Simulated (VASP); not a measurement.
# Ga: single point with LDA

Crystal: Ga.

```
Ga
1.0
     1.45000   -4.06500    0.00000
     1.45000    4.06500    0.00000
     0.00000    0.00000    3.17000
Ga
2
Direct
  0.13300 0.86700 0.75000
  0.86700 0.13300 0.25000
```

| Item | Value |
| --- | --- |
| Program | VASP 6.6.1 |
| Task | single point |
| Functional | LDA |
| Potentials or basis | VASP PAW LDA potentials, release 64 (Ga_d) |
| Cutoff | 520 eV |
| k mesh | 10 × 10 × 8 |
| Occupations | fermi-dirac, width 0.05 eV |
| Spin | no spin polarisation |
| Dipole correction | no |
| Further INCAR settings | ALGO = Fast; EDIFF = 1e-06; NBANDS = 20 |

```json
{
  "Pressure": "-4.0 GPa",
  "Largest force": "0.203 eV/Å",
  "Band gap on the k mesh": "zero (band 13 reaches 10.48 eV, above the bottom of band 14 at 1.19 eV)"
}
```

Forces on the atoms (eV/Å):
```
Ga   0.000 -0.203  0.000
Ga   0.000  0.203  0.000
```

Stress tensor (GPa, compression positive):
```
-5.32  0.00  0.00
 0.00 -4.00  0.00
 0.00  0.00 -2.60
```

Levels at points of the mesh, in eV from the Fermi level:
| k point | band 10 | band 11 | band 12 | band 13 | band 14 | band 15 | band 16 | band 17 |
| --- | --- | --- | --- | --- | --- | --- | --- | --- |
| (0.00, 0.00, 0.00) | -14.67 | -11.16 | -2.17 | -1.57 | 2.94 | 6.75 | 7.84 | 8.77 |
| (0.50, 0.00, 0.00) | -14.73 | -6.66 | -5.32 | -1.66 | -0.37 | 6.49 | 6.72 | 8.96 |
| (0.50, 0.50, 0.00) | -14.74 | -9.13 | -8.50 | 5.17 | 5.82 | 5.89 | 7.10 | 7.22 |
| (0.00, 0.00, 0.50) | -14.76 | -7.34 | -7.34 | 1.94 | 1.94 | 2.56 | 2.56 | 10.30 |
| (0.50, 0.00, 0.50) | -14.72 | -3.02 | -3.02 | -1.52 | -1.52 | 1.93 | 1.93 | 4.36 |
| (0.50, 0.50, 0.50) | -14.80 | -5.55 | -5.55 | -4.12 | -4.12 | 9.58 | 9.58 | 11.40 |

Wall time 73 s on 1 thread of Intel(R) Xeon(R) Platinum 8259CL CPU @ 2.50GHz (Skylake/Cascade Lake), on a shared host, peak memory 0.21 GiB.
